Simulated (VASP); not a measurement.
# BAs (F-43m) in VASP: a series of runs

Runs on BAs. Level: LDA. Tasks: density of states, electric field gradients.

Program: VASP 6.6.1. These are calculated values, not measurements. Logs are shortened: lines on timing, memory, paths and dates and some standing lists are left out, and cuts for length are marked.

### Step 1. The cell of the first run

It takes space group F-43m (No. 216, cubic). The conventional cell has a = 4.777 Å, b = 4.777 Å, c = 4.777 Å, α = 90.00°, β = 90.00°, γ = 90.00°. B (site symmetry -43m) has 4 As at 2.07 Å within 2.7 Å. As (site symmetry -43m) has 4 B at 2.07 Å within 2.7 Å.

### Step 2. Density of states, LDA

Contents of POSCAR:

```
BAs
1.0
    0.0000000000      2.3885000000      2.3885000000
    2.3885000000      0.0000000000      2.3885000000
    2.3885000000      2.3885000000      0.0000000000
B As
1 1
Direct
    0.0000000000      0.0000000000      0.0000000000
    0.7500000000      0.7500000000      0.7500000000
```

Contents of INCAR.step1:

```
SYSTEM = BAs
ALGO     = Normal         ! electronic algorithm
EDIFF    = 1E-7           ! SCF threshold, eV
ENCUT    = 520            ! plane-wave cutoff, eV
GGA      = CA             ! functional
ISIF     = 2              ! what is computed and relaxed
ISMEAR   = -1             ! smearing method
LASPH    = .True.         ! aspherical terms in the spheres
LCHARG   = .True.         ! write CHGCAR
LREAL    = .False.        ! projectors in reciprocal space
LWAVE    = .False.        ! write WAVECAR
NBANDS   = 11             ! bands
NELM     = 60             ! most SCF steps
PREC     = Accurate       ! precision mode
SIGMA    = 0.05           ! smearing width, eV
```

Contents of KPOINTS.step1:

```
k-points
0
Gamma
  13 13 13
  0 0 0
```

Contents of INCAR.step2:

```
SYSTEM = BAs
ALGO     = Normal         ! electronic algorithm
EDIFF    = 1E-7           ! SCF threshold, eV
ENCUT    = 520            ! plane-wave cutoff, eV
GGA      = CA             ! functional
ICHARG   = 11             ! starting density
ISIF     = 2              ! what is computed and relaxed
ISMEAR   = -5             ! smearing method
LASPH    = .True.         ! aspherical terms in the spheres
LCHARG   = .False.        ! write CHGCAR
LORBIT   = 11             ! projections on sites
LREAL    = .False.        ! projectors in reciprocal space
LWAVE    = .False.        ! write WAVECAR
NBANDS   = 11             ! bands
NEDOS    = 1001           ! points of the DOS
NELM     = 60             ! most SCF steps
PREC     = Accurate       ! precision mode
SIGMA    = 0.05           ! smearing width, eV
```

Contents of KPOINTS.step2:

```
k-points
0
Gamma
  20 20 20
  0 0 0
```

Potentials or basis: VASP PAW LDA potentials, release 64 (B, As).

Command:

```
> cat potpaw_LDA.64/B/POTCAR potpaw_LDA.64/As/POTCAR > POTCAR
> cp INCAR.step1 INCAR
> cp KPOINTS.step1 KPOINTS
> mpirun -np 1 vasp_std > vasp.out
> cp INCAR.step2 INCAR
> cp KPOINTS.step2 KPOINTS
> mpirun -np 1 vasp_std > vasp.out
```

OUTCAR:

```text
SYSTEM = BAs
   EDIFF = 1E-7
   ENCUT = 520
   GGA = CA
   ICHARG = 11
   ISIF = 2
   ISMEAR = -5
   LASPH = .True.
   LORBIT = 11
   LREAL = .False.
   NELM = 60
   PREC = Accurate

 ion  position               nearest neighbor table
   1  0.000  0.000  0.000-   2 2.07   2 2.07   2 2.07   2 2.07
   2  0.750  0.750  0.750-   1 2.07   1 2.07   1 2.07   1 2.07

  LATTYP: Found a face centered cubic cell.
 ALAT       =     4.7770000000

  Lattice vectors:

 A1 = (   0.0000000000,   2.3885000000,   2.3885000000)
 A2 = (   2.3885000000,   0.0000000000,   2.3885000000)
 A3 = (   2.3885000000,   2.3885000000,   0.0000000000)

Analysis of symmetry for initial positions (statically):
=====================================================================
 Subroutine PRICEL returns:
 Original cell was already a primitive cell.

 Routine SETGRP: Setting up the symmetry group for a
 face centered cubic supercell.

 Subroutine GETGRP returns: Found 24 space group operations
 (whereof 24 operations were pure point group operations)
 out of a pool of 48 trial point group operations.

The static configuration has the point symmetry T_d .

Analysis of symmetry for dynamics (positions and initial velocities):
=====================================================================
 Subroutine PRICEL returns:
 Original cell was already a primitive cell.

 Routine SETGRP: Setting up the symmetry group for a
 face centered cubic supercell.

 Subroutine GETGRP returns: Found 24 space group operations
 (whereof 24 operations were pure point group operations)
 out of a pool of 48 trial point group operations.

The dynamic configuration has the point symmetry T_d .

 Subroutine INISYM returns: Found 24 space group operations
 (whereof 24 operations are pure point group operations),
 and found     1 'primitive' translations

----------------------------------------------------------------------------------------

                                     Primitive cell

  volume of cell :      27.2525

  direct lattice vectors                    reciprocal lattice vectors
     0.000000000  2.388500000  2.388500000    -0.209336404  0.209336404  0.209336404
     2.388500000  0.000000000  2.388500000     0.209336404 -0.209336404  0.209336404
     2.388500000  2.388500000  0.000000000     0.209336404  0.209336404 -0.209336404

  length of vectors
     3.377849094  3.377849094  3.377849094     0.362581287  0.362581287  0.362581287

  position of ions in fractional coordinates (direct lattice)
     0.000000000  0.000000000  0.000000000
     0.750000000  0.750000000  0.750000000

  ion indices of the primitive-cell ions
   primitive index   ion index
                 1           1
                 2           2

----------------------------------------------------------------------------------------

 KPOINTS: k-points

Automatic generation of k-mesh.
 Grid dimensions read from file:
 generate k-points for:   20   20   20

 Generating k-lattice:

  Cartesian coordinates                     Fractional coordinates (reciprocal lattice)
    -0.010466820  0.010466820  0.010466820     0.050000000  0.000000000  0.000000000
     0.010466820 -0.010466820  0.010466820     0.000000000  0.050000000  0.000000000
     0.010466820  0.010466820 -0.010466820     0.000000000  0.000000000  0.050000000

  Length of vectors
     0.018129064  0.018129064  0.018129064

  Shift w.r.t. Gamma in fractional coordinates (k-lattice)
     0.000000000  0.000000000  0.000000000

 TETIRR: Found   1093 inequivalent tetrahedra from    48000

 Subroutine IBZKPT returns following result:
 ===========================================

 Found    256 irreducible k-points:

 Following reciprocal coordinates:
            Coordinates               Weight
  0.000000  0.000000  0.000000      1.000000
  0.050000  0.000000  0.000000      8.000000
  0.100000  0.000000  0.000000      8.000000
  0.150000  0.000000  0.000000      8.000000
  0.200000  0.000000  0.000000      8.000000
  0.250000  0.000000  0.000000      8.000000
[... 16 lines left out ...]
 -0.400000  0.050000  0.000000     24.000000
 -0.350000  0.050000  0.000000     24.000000
 [... further k-points ...]
   k-points           NKPTS =    256   k-points in BZ     NKDIM =    256   number of bands    NBANDS=     11
   number of dos      NEDOS =   1001   number of ions     NIONS =      2
   total plane-waves  NPLWV =  21952
   dimension x,y,z NGX =    28 NGY =   28 NGZ =   28
   dimension x,y,z NGXF=    56 NGYF=   56 NGZF=   56
   ions per type =               1   1
   NGX,Y,Z   is equivalent  to a cutoff of  13.78, 13.78, 13.78 a.u.
   NGXF,Y,Z  is equivalent  to a cutoff of  27.56, 27.56, 27.56 a.u.
 SYSTEM =  BAs
   PREC   = accura    normal or accurate (medium, high low for compatibility)
   ISTART =      0    job   : 0-new  1-cont  2-samecut
   ICHARG =     11    charge: 1-file 2-atom 10-const
   ISPIN  =      1    spin polarized calculation?
   LNONCOLLINEAR =      F non collinear calculations
   LSORBIT =      F    spin-orbit coupling
   LASPH  =      T    aspherical Exc in radial PAW
   ENCUT  =  520.0 eV  38.22 Ry    6.18 a.u.   6.28  6.28  6.28*2*pi/ulx,y,z
   NELM   =     60;   NELMIN=  2; NELMDL=  0     # of ELM steps
   EDIFF  = 0.1E-06   stopping-criterion for ELM
   LREAL  =      F    real-space projection
   EDIFFG = 0.1E-05   stopping-criterion for IOM
   NSW    =      0    number of steps for IOM
   IBRION =     -1    ionic relax: 0-MD 1-quasi-New 2-CG
   NFREE  =      0    steps in history (QN), initial steepest desc. (CG)
   ISIF   =      2    stress and relaxation
   ISYM   =      2    0-nonsym 1-usesym 2-fastsym
   POTIM  = 0.5000    time-step for ionic-motion
   TEBEG  =    0.0;   TEEND  =   0.0 temperature during run
   PSTRESS=    0.0 pullay stress
   NELECT =       8.0000    total number of electrons
   NUPDOWN=      -1.0000    fix difference up-down
   EMIN   =  10.00;   EMAX   =-10.00  energy-range for DOS
   EFERMI =   0.00;   METHOD = LEGACY
   ISMEAR =    -5;   SIGMA  =   0.05  broadening in eV -4-tet -1-fermi 0-gaus
   EFERMI_NEDOS =   21; number of points for ismear=-14 and -15
   IALGO  =     38    algorithm
   IMIX   =      4    mixing-type and parameters
     AMIX     =   0.40;   BMIX     =  1.00
     AMIX_MAG =   1.60;   BMIX_MAG =  1.00
  volume/ion in A,a.u.               =      13.63        91.95
  Fermi-wavevector in a.u.,A,eV,Ry     =   1.088018  2.056057 16.106360  1.183784
  Thomas-Fermi vector in A             =   2.224191
   LORBIT       =     11    0 simple, 1 ext, 2 COOP (PROOUT), +10 PAW based schemes
   GGA     = CA    functional components
   LHFCALC =     F    Hartree Fock is set to
   AEXX    =    0.0000 exact exchange contribution
   IVDW    =     0    specifies the selected vdW correction
   LEPSILON=     F    determine dielectric tensor
   LRPA    =     F    only Hartree local field effects (RPA)
 non-spin polarized calculation
 Fermi weights with tetrahedron method with Bloechl corrections
  energy-cutoff  :      520.00
  volume of cell :       27.25
 maximum number of plane-waves:       754
 NGX is ok and might be reduce to    28

 number of electron       8.0000000 magnetization

 Free energy of the ion-electron system (eV)
  ---------------------------------------------------
  ext. energy  EPLUGINS =         0.00000000
  ---------------------------------------------------
  free energy    TOTEN  =       -12.92245248 eV

  energy without entropy =      -12.92245248  energy(sigma->0) =      -12.92245248

 E-fermi :   6.1675     XC(G=0): -10.7840

 val. band max:        6.1555389077   @ k =   0.0000   0.0000   0.0000
 cond. band min:       7.2793882807   @ k =   0.4000   0.4000   0.0000
 fundamental gap:      1.1238493729
 Fermi energy:         6.1674639045

 k-point     1 :       0.0000    0.0000    0.0000
  band No.  band energies     occupation
      1      -9.2198      2.00000
      2       6.1555      2.00000
      3       6.1555      2.00000
      4       6.1555      2.00000
      5       9.4073      0.00000
      6       9.4073      0.00000
      7       9.4073      0.00000
      8      10.8492      0.00000
      9      15.5133      0.00000
     10      19.1897      0.00000
     11      19.1897      0.00000

 k-point     2 :       0.0500    0.0000    0.0000
  band No.  band energies     occupation
      1      -9.1788      2.00000
      2       5.7331      2.00000
      3       6.0712      2.00000
      4       6.0712      2.00000
      5       9.5003      0.00000
      6       9.5176      0.00000
      7       9.5176      0.00000
      8      11.0789      0.00000
      9      15.6851      0.00000
     10      18.7143      0.00000
     11      18.7143      0.00000

 k-point     3 :       0.1000    0.0000    0.0000
  band No.  band energies     occupation
      1      -9.0561      2.00000
      2       4.7684      2.00000
      3       5.8543      2.00000
      4       5.8543      2.00000
      5       9.5476      0.00000
      6       9.8030      0.00000
      7       9.8030      0.00000
      8      11.7082      0.00000
      9      16.1571      0.00000
     10      18.0581      0.00000
     11      18.0581      0.00000

 k-point     4 :       0.1500    0.0000    0.0000
  band No.  band energies     occupation
      1      -8.8533      2.00000
      2       3.6105      2.00000
      3       5.5732      2.00000
      4       5.5732      2.00000
      5       9.4712      0.00000
      6      10.1677      0.00000
      7      10.1677      0.00000
      8      12.5001      0.00000
      9      16.7631      0.00000
     10      17.5660      0.00000
     11      17.5660      0.00000

 k-point     5 :       0.2000    0.0000    0.0000
  band No.  band energies     occupation
      1      -8.5734      2.00000
      2       2.4105      2.00000
      3       5.2811      2.00000
      4       5.2811      2.00000
      5       9.3425      0.00000
      6      10.5164      0.00000
      7      10.5164      0.00000
      8      13.2788      0.00000
      9      17.1720      0.00000
     10      17.3236      0.00000
     11      17.3236      0.00000
[... 211 lines left out ...]
 k-point    21 :       0.5000    0.0500    0.0000
  band No.  band energies     occupation
      1      -6.3496      2.00000
      2      -2.5412      2.00000
      3       4.0949      2.00000
      4       4.2511      2.00000
      5       9.0542      0.00000
      6      10.8267      0.00000
      7      11.0695      0.00000
      8      14.9614      0.00000
      9      18.5056      0.00000
     10      20.1994      0.00000
     11      20.6568      0.00000

 k-point    22 :      -0.4500    0.0500    0.0000
  band No.  band energies     occupation
      1      -6.4027      2.00000
      2      -2.4610      2.00000
      3       4.0422      2.00000
      4       4.3243      2.00000
      5       9.0603      0.00000
      6      10.8941      0.00000
      7      11.0046      0.00000
      8      14.9663      0.00000
      9      18.4740      0.00000
     10      19.9499      0.00000
     11      20.5451      0.00000

 k-point    23 :      -0.4000    0.0500    0.0000
  band No.  band energies     occupation
      1      -6.7216      2.00000
      2      -1.9540      2.00000
      3       4.0473      2.00000
      4       4.4523      2.00000
      5       9.0955      0.00000
      6      10.9571      0.00000
      7      10.9866      0.00000
      8      14.9246      0.00000
      9      18.1100      0.00000
     10      18.9648      0.00000
     11      20.2315      0.00000

 k-point    24 :      -0.3500    0.0500    0.0000
  band No.  band energies     occupation
      1      -7.1637      2.00000
      2      -1.1650      2.00000
      3       4.1118      2.00000
      4       4.6313      2.00000
      5       9.1591      0.00000
      6      10.9073      0.00000
      7      11.0824      0.00000
      8      14.7798      0.00000
      9      17.7065      0.00000
     10      18.0499      0.00000
     11      19.5280      0.00000

 [... further k-points ...]
[... 5 lines left out ...]
  --------------------------------------------------------------------------------------
  -------------------------------------------------------------------------------------
  Total       -0.5229356     -0.5229356     -0.5229356     -0.0000000     -0.0000000      0.0000000
  in kB      -30.7434798    -30.7434798    -30.7434798     -0.0000000     -0.0000000      0.0000000
  external PRESSURE =     -30.7434798 kB  Pullay stress =       0.0000000 kB

 VOLUME and BASIS-vectors are now :
 -----------------------------------------------------------------------------
  energy-cutoff  :      520.00
  volume of cell :       27.25
      direct lattice vectors                 reciprocal lattice vectors
     0.000000000  2.388500000  2.388500000    -0.209336404  0.209336404  0.209336404
     2.388500000  0.000000000  2.388500000     0.209336404 -0.209336404  0.209336404
     2.388500000  2.388500000  0.000000000     0.209336404  0.209336404 -0.209336404

 POSITION                                       TOTAL-FORCE (eV/Angst)
 -----------------------------------------------------------------------------------
      0.00000      0.00000      0.00000         0.000000     -0.000000      0.000000
      3.58275      3.58275      3.58275        -0.000000      0.000000     -0.000000
 -----------------------------------------------------------------------------------
    total drift:                                0.000000      0.000000      0.000000

  FREE ENERGIE OF THE ION-ELECTRON SYSTEM (eV)
  ---------------------------------------------------
  free  energy   TOTEN  =       -12.9224524772 eV

  energy  without entropy=      -12.9224524772  energy(sigma->0) =      -12.92245248

 total charge

# of ion       s       p       d       tot
------------------------------------------
    1        0.651   1.180   0.000   1.831
    2        1.179   1.674   0.087   2.939
--------------------------------------------------
tot          1.830   2.854   0.087   4.771
```

It took 2.4 min on 1 thread of AMD EPYC 7R13, shared host; peak memory 0.17 GiB.

Results:

```yaml
Valence_electrons_inside_the_program's_atomic_spheres: B 1.83; As 2.94
```

Levels at points of the mesh, in eV from the valence-band top:
| k point | band 2 | band 3 | band 4 | band 5 | band 6 | band 7 |
| --- | --- | --- | --- | --- | --- | --- |
| (0.00, 0.00, 0.00) | 0.00 | 0.00 | 0.00 | 3.25 | 3.25 | 3.25 |
| (0.50, 0.00, 0.00) | -8.75 | -1.82 | -1.82 | 2.69 | 4.75 | 4.75 |
| (0.50, 0.50, 0.00) | -8.43 | -4.08 | -4.08 | 1.34 | 1.42 | 11.24 |

(Part 1 of 2 ends here.)
